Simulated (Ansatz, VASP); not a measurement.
**One calculation of Sc, two programs**

```
Sc
1.0
     3.03172    0.00000    0.00000
    -1.51586    2.62555    0.00000
     0.00000    0.00000    6.27492
Sc
2
Cartesian
  0.0000 1.7504 1.5687
  1.5159 0.8752 4.7062
```

Alike in both runs: task single point; functional PBE; k mesh 18 × 18 × 10; occupations gaussian, width 0.15 eV; no spin polarisation.

```csv
,VASP,Ansatz
version,VASP 6.6.1,Ansatz 0.2.0
potentials or method,"VASP PAW PBE potentials, release 64 (Sc_sv), cutoff 520 eV","scalar-relativistic, plane waves, PAW"
valence electrons in the cell,22,22
```

```csv
,VASP,Ansatz,Ansatz less VASP
gap on the k mesh at the Fermi level (eV),none,none,-
pressure (GPa),1.1,1.1,-0.04
"traceless stress, the component that is largest in VASP (GPa)",-13.15,-13.14,+0.015
```

A gap of «none» marks a metal or a gap that the smearing closes.
